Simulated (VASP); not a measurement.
# Be (P6_3/mmc) in VASP: further runs

Be is run at these levels: PBEsol; tasks: single point, relaxation of volume and atoms at fixed shape.

All numbers are computed with VASP 6.6.1; they aren't measurements. Logs are shortened: lines on timing, memory, paths and dates and some standing lists are left out, and cuts for length are marked.

### 1 The cell of the first run

It takes space group P6_3/mmc (No. 194, hexagonal). Conventional cell: a = 2.260 Å, b = 2.260 Å, c = 3.544 Å, α = 90.00°, β = 90.00°, γ = 120.00°. Within 2.9 Å of Be (site symmetry -6m2) lie 12 Be at 2.20 to 2.26 Å.

### 2 Single point, PBEsol

INCAR reads:

```
PREC = Accurate
ENCUT = 520
EDIFF = 1E-7
ISMEAR = 1
SIGMA = 0.02
LREAL = False
LASPH = True
NELM = 60
ALGO = Normal
ISIF = 2
LWAVE = False
LCHARG = False
GGA = PS
NBANDS = 9
```

KPOINTS reads:

```
regular mesh
0
Gamma
  22 22 12
```

POSCAR reads:

```
Be
1.0
    2.2598962043      0.0000000000      0.0000000000
   -1.1299481021      1.9571275228      0.0000000000
    0.0000000000      0.0000000000      3.5443573997
Be
2
Direct
    0.3333333333      0.6666666667      0.2500000000
    0.6666666667      0.3333333333      0.7500000000
```

Potentials or basis: VASP PAW PBE potentials, release 64 (Be).

On the command line:

```bash
$ cat potpaw_PBE.64/Be/POTCAR > POTCAR
$ mpirun -np 1 vasp_std > vasp.out
```

OUTCAR:

```text
PREC = Accurate
   ENCUT = 520
   EDIFF = 1E-7
   ISMEAR = 1
   LREAL = False
   LASPH = True
   NELM = 60
   ISIF = 2
   GGA = PS

 ion  position               nearest neighbor table
   1  0.333  0.667  0.250-   2 2.20   2 2.20   2 2.20   2 2.20   2 2.20   2 2.20
   2  0.667  0.333  0.750-   1 2.20   1 2.20   1 2.20   1 2.20   1 2.20   1 2.20

  LATTYP: Found a hexagonal cell.
 ALAT       =     2.2598962043
 C/A-ratio  =     1.5683717655

  Lattice vectors:

 A1 = (   2.2598962043,   0.0000000000,   0.0000000000)
 A2 = (  -1.1299481021,   1.9571275228,   0.0000000000)
 A3 = (   0.0000000000,   0.0000000000,   3.5443573997)

Analysis of symmetry for initial positions (statically):
=====================================================================
 Subroutine PRICEL returns:
 Original cell was already a primitive cell.

 Routine SETGRP: Setting up the symmetry group for a
 hexagonal supercell.

 Subroutine GETGRP returns: Found 24 space group operations
 (whereof 12 operations were pure point group operations)
 out of a pool of 24 trial point group operations.

The static configuration has the point symmetry D_3d.
 The point group associated with its full space group is D_6h.

Analysis of symmetry for dynamics (positions and initial velocities):
=====================================================================
 Subroutine PRICEL returns:
 Original cell was already a primitive cell.

 Routine SETGRP: Setting up the symmetry group for a
 hexagonal supercell.

 Subroutine GETGRP returns: Found 24 space group operations
 (whereof 12 operations were pure point group operations)
 out of a pool of 24 trial point group operations.

The dynamic configuration has the point symmetry D_3d.
 The point group associated with its full space group is D_6h.

 Subroutine INISYM returns: Found 24 space group operations
 (whereof 12 operations are pure point group operations),
 and found     1 'primitive' translations

----------------------------------------------------------------------------------------

                                     Primitive cell

  volume of cell :      15.6764

  direct lattice vectors                    reciprocal lattice vectors
     2.259896204  0.000000000  0.000000000     0.442498199  0.255476454  0.000000000
    -1.129948102  1.957127523  0.000000000     0.000000000  0.510952908  0.000000000
     0.000000000  0.000000000  3.544357400     0.000000000  0.000000000  0.282138590

  length of vectors
     2.259896204  2.259896204  3.544357400     0.510952908  0.510952908  0.282138590

  position of ions in fractional coordinates (direct lattice)
     0.333333333  0.666666667  0.250000000
     0.666666667  0.333333333  0.750000000

  ion indices of the primitive-cell ions
   primitive index   ion index
                 1           1
                 2           2

----------------------------------------------------------------------------------------

 KPOINTS: regular mesh

Automatic generation of k-mesh.
 Grid dimensions read from file:
 generate k-points for:   22   22   12

 Generating k-lattice:

  Cartesian coordinates                     Fractional coordinates (reciprocal lattice)
     0.020113554  0.011612566  0.000000000     0.045454545  0.000000000  0.000000000
     0.000000000  0.023225132  0.000000000     0.000000000  0.045454545  0.000000000
     0.000000000  0.000000000  0.023511549     0.000000000  0.000000000  0.083333333

  Length of vectors
     0.023225132  0.023225132  0.023511549

  Shift w.r.t. Gamma in fractional coordinates (k-lattice)
     0.000000000  0.000000000  0.000000000

 Subroutine IBZKPT returns following result:
 ===========================================

 Found    364 irreducible k-points:

 Following reciprocal coordinates:
            Coordinates               Weight
  0.000000  0.000000  0.000000      1.000000
  0.045455 -0.000000  0.000000      6.000000
  0.090909 -0.000000  0.000000      6.000000
  0.136364 -0.000000  0.000000      6.000000
  0.181818 -0.000000  0.000000      6.000000
  0.227273 -0.000000  0.000000      6.000000
[... 16 lines left out ...]
  0.090909  0.090909  0.000000      6.000000
  0.136364  0.090909  0.000000     12.000000
 [... further k-points ...]
   k-points           NKPTS =    364   k-points in BZ     NKDIM =    364   number of bands    NBANDS=      9
   number of dos      NEDOS =    301   number of ions     NIONS =      2
   total plane-waves  NPLWV =   9072
   dimension x,y,z NGX =    18 NGY =   18 NGZ =   28
   dimension x,y,z NGXF=    36 NGYF=   36 NGZF=   56
   ions per type =               2
   NGX,Y,Z   is equivalent  to a cutoff of  13.24, 13.24, 13.13 a.u.
   NGXF,Y,Z  is equivalent  to a cutoff of  26.48, 26.48, 26.27 a.u.
 SYSTEM =  unknown system
   PREC   = accura    normal or accurate (medium, high low for compatibility)
   ISTART =      0    job   : 0-new  1-cont  2-samecut
   ICHARG =      2    charge: 1-file 2-atom 10-const
   ISPIN  =      1    spin polarized calculation?
   LNONCOLLINEAR =      F non collinear calculations
   LSORBIT =      F    spin-orbit coupling
   LASPH  =      T    aspherical Exc in radial PAW
   ENCUT  =  520.0 eV  38.22 Ry    6.18 a.u.   4.20  4.20  6.59*2*pi/ulx,y,z
   NELM   =     60;   NELMIN=  2; NELMDL= -5     # of ELM steps
   EDIFF  = 0.1E-06   stopping-criterion for ELM
   LREAL  =      F    real-space projection
   EDIFFG = 0.1E-05   stopping-criterion for IOM
   NSW    =      0    number of steps for IOM
   IBRION =     -1    ionic relax: 0-MD 1-quasi-New 2-CG
   NFREE  =      0    steps in history (QN), initial steepest desc. (CG)
   ISIF   =      2    stress and relaxation
   ISYM   =      2    0-nonsym 1-usesym 2-fastsym
   POTIM  = 0.5000    time-step for ionic-motion
   TEBEG  =    0.0;   TEEND  =   0.0 temperature during run
   PSTRESS=    0.0 pullay stress
   NELECT =       4.0000    total number of electrons
   NUPDOWN=      -1.0000    fix difference up-down
   EMIN   =  10.00;   EMAX   =-10.00  energy-range for DOS
   EFERMI =   0.00;   METHOD = LEGACY
   ISMEAR =     1;   SIGMA  =   0.02  broadening in eV -4-tet -1-fermi 0-gaus
   EFERMI_NEDOS =   21; number of points for ismear=-14 and -15
   IALGO  =     38    algorithm
   IMIX   =      4    mixing-type and parameters
     AMIX     =   0.40;   BMIX     =  1.00
     AMIX_MAG =   1.60;   BMIX_MAG =  1.00
  volume/ion in A,a.u.               =       7.84        52.89
  Fermi-wavevector in a.u.,A,eV,Ry     =   1.038356  1.962209 14.669585  1.078184
  Thomas-Fermi vector in A             =   2.172837
   LORBIT       =      0    0 simple, 1 ext, 2 COOP (PROOUT), +10 PAW based schemes
   GGA     = PS    functional components
   LHFCALC =     F    Hartree Fock is set to
   AEXX    =    0.0000 exact exchange contribution
   IVDW    =     0    specifies the selected vdW correction
   LEPSILON=     F    determine dielectric tensor
   LRPA    =     F    only Hartree local field effects (RPA)
 non-spin polarized calculation
 Methfessel and Paxton  Order N= 1 SIGMA  =   0.02
  energy-cutoff  :      520.00
  volume of cell :       15.68
 maximum number of plane-waves:       446
 NGX is ok and might be reduce to    18
   NGX =  9   NGY =  9   NGZ = 13

 number of electron       4.0000000 magnetization

 Free energy of the ion-electron system (eV)
  ---------------------------------------------------
  ext. energy  EPLUGINS =         0.00000000
  ---------------------------------------------------
  free energy    TOTEN  =        -7.99651438 eV

  energy without entropy =       -7.99650227  energy(sigma->0) =       -7.99651034

 E-fermi :   7.2280     XC(G=0): -10.6363

 val. band max:        7.2258592704   @ k =   0.2727   0.2727   0.0833
 cond. band min:       7.2941103219   @ k =   0.3636   0.2727   0.3333
 fundamental gap:      0.0682510516
 Fermi energy:         7.2280021033

 k-point     1 :       0.0000    0.0000    0.0000
  band No.  band energies     occupation
      1      -4.3047      2.00000
      2       2.6331      2.00000
      3       8.3099      0.00000
      4      23.1074      0.00000
      5      23.1074      0.00000
      6      25.9921      0.00000
      7      25.9921      0.00000
      8      28.2499      0.00000
      9      34.2735      0.00000

 k-point     2 :       0.0455   -0.0000    0.0000
  band No.  band energies     occupation
      1      -4.2454      2.00000
      2       2.7113      2.00000
      3       8.3263      0.00000
      4      22.5996      0.00000
      5      22.7111      0.00000
      6      26.0050      0.00000
      7      26.2189      0.00000
      8      28.1337      0.00000
      9      33.1733      0.00000

 k-point     3 :       0.0909   -0.0000    0.0000
  band No.  band energies     occupation
      1      -4.0675      2.00000
      2       2.9456      2.00000
      3       8.3730      0.00000
      4      21.2939      0.00000
      5      21.8485      0.00000
      6      25.9994      0.00000
      7      26.5439      0.00000
      8      27.7466      0.00000
      9      31.4839      0.00000

 k-point     4 :       0.1364   -0.0000    0.0000
  band No.  band energies     occupation
      1      -3.7709      2.00000
      2       3.3356      2.00000
      3       8.4400      0.00000
      4      19.5748      0.00000
      5      20.8688      0.00000
      6      25.8999      0.00000
      7      26.6075      0.00000
      8      26.9828      0.00000
      9      29.6578      0.00000
[... 205 lines left out ...]
 k-point    22 :       0.4545    0.0455    0.0000
  band No.  band energies     occupation
      1       1.8866      2.00000
      2       4.1745      2.00000
      3      10.5813      0.00000
      4      13.8735      0.00000
      5      13.9077      0.00000
      6      15.3877      0.00000
      7      18.3321      0.00000
      8      24.0580      0.00000
      9      27.2033      0.00000

 k-point    23 :       0.0909    0.0909    0.0000
  band No.  band energies     occupation
      1      -3.5926      2.00000
      2       3.5693      2.00000
      3       8.4805      0.00000
      4      19.1542      0.00000
      5      19.7379      0.00000
      6      25.9343      0.00000
      7      26.3165      0.00000
      8      26.5612      0.00000
      9      30.3172      0.00000

 k-point    24 :       0.1364    0.0909    0.0000
  band No.  band energies     occupation
      1      -3.1766      2.00000
      2       4.1135      2.00000
      3       8.5475      0.00000
      4      17.4595      0.00000
      5      18.7478      0.00000
      6      25.4222      0.00000
      7      25.5013      0.00000
      8      25.8363      0.00000
      9      29.5890      0.00000

 [... further k-points ...]
[... 5 lines left out ...]
  --------------------------------------------------------------------------------------
  -------------------------------------------------------------------------------------
  Total       -0.0552788     -0.0552788      0.2209225     -0.0000000      0.0000000      0.0000000
  in kB       -5.6496843     -5.6496843     22.5790404     -0.0000000      0.0000000      0.0000000
  external PRESSURE =       3.7598906 kB  Pullay stress =       0.0000000 kB

 VOLUME and BASIS-vectors are now :
 -----------------------------------------------------------------------------
  energy-cutoff  :      520.00
  volume of cell :       15.68
      direct lattice vectors                 reciprocal lattice vectors
     2.259896204  0.000000000  0.000000000     0.442498199  0.255476454  0.000000000
    -1.129948102  1.957127523  0.000000000     0.000000000  0.510952908  0.000000000
     0.000000000  0.000000000  3.544357400     0.000000000  0.000000000  0.282138590

 POSITION                                       TOTAL-FORCE (eV/Angst)
 -----------------------------------------------------------------------------------
     -0.00000      1.30475      0.88609         0.000000      0.000000      0.000000
      1.12995      0.65238      2.65827        -0.000000     -0.000000      0.000000
 -----------------------------------------------------------------------------------
    total drift:                                0.000000     -0.000000      0.000000

  FREE ENERGIE OF THE ION-ELECTRON SYSTEM (eV)
  ---------------------------------------------------
  free  energy   TOTEN  =        -7.9965143762 eV

  energy  without entropy=       -7.9965022728  energy(sigma->0) =       -7.99651034
```

Run time: 25 s. Hardware: 1 thread of Intel Xeon Platinum 8375C at 2.90GHz (Ice Lake), shared host; peak memory 0.15 GiB.

Results:

```
Free energy            : -7.9965 eV
Pressure               : 0.4 GPa
Band gap on the k mesh : zero (band 2 reaches 8.22 eV, above the bottom of band 3 at 6.24 eV)
```

Caveat: the PAW data sets were made with another functional, which shifts forces and pressure a little.

(Part 1 of 2 ends here.)
